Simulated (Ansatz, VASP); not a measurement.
**Ti: VASP beside Ansatz**

INCAR

```
SYSTEM = Ti
ALGO = Fast
EDIFF = 1E-8
ENCUT = 520
GGA = PE
ISIF = 2
ISMEAR = -1
LASPH = .True.
LCHARG = .False.
LEFG = .True.
LREAL = .False.
LWAVE = .False.
NBANDS = 19
NELM = 100
PREC = Accurate
SIGMA = 0.15
```

KPOINTS

```
k-points
0
Gamma
  18 18 10
  0 0 0
```

The input POSCAR:

```
Ti
1.0
    2.9405230145      0.0000000000      0.0000000000
   -1.4702615073      2.5465676310      0.0000000000
    0.0000000000      0.0000000000      4.6640096419
Ti
2
Direct
    0.3333333333      0.6666666667      0.2500000000
    0.6666666667      0.3333333333      0.7500000000
```

Input for Ansatz:

```yaml
crystal:
  lattice:
    - [2.9405230145, 0.0, 0.0]
    - [-1.4702615073, 2.546567631, 0.0]
    - [0.0, 0.0, 4.6640096419]
  atoms:
    - { symbol: Ti, position: [0.3333333333, 0.6666666667, 0.25] }
    - { symbol: Ti, position: [0.6666666667, 0.3333333333, 0.75] }
basis:
  ecutwfc: 420
kpoints:
  mp_grid: { grid: [18, 18, 10] }
hamiltonian:
  xc: pbe
scf:
  occupations: { method: fermi_dirac, width: 0.15 }
output:
  forces: true
  stress: true
  eigenvalues: true
  efg: {}
checkpoint:
  read: start.run
  write: ck
  compress: false
  write_wavefunctions: false
  write_every: 100000
```

Alike in both runs: task electric field gradients; functional PBE; k mesh 18 × 18 × 10; occupations fermi-dirac, width 0.15 eV; no spin polarisation.

|  | VASP | Ansatz |
| --- | --- | --- |
| version | VASP 6.6.1 | Ansatz 0.2.0 |
| potentials or method | VASP PAW PBE potentials, release 64 (Ti_sv), cutoff 520 eV | scalar-relativistic, plane waves, PAW |
| valence electrons in the cell | 24 | 24 |

```tsv
	VASP	Ansatz	Ansatz less VASP
gap on the k mesh at the Fermi level (eV)	none	none	-
pressure (GPa)	-0.3	0.0	+0.28
size of Vzz on the site where it differs most (V/Å²)	16.3	17.8	+1.54
```

A gap of «none» marks a metal or a gap that the smearing closes. The functional is the same, so the differences come from potentials, cutoffs and numerics.
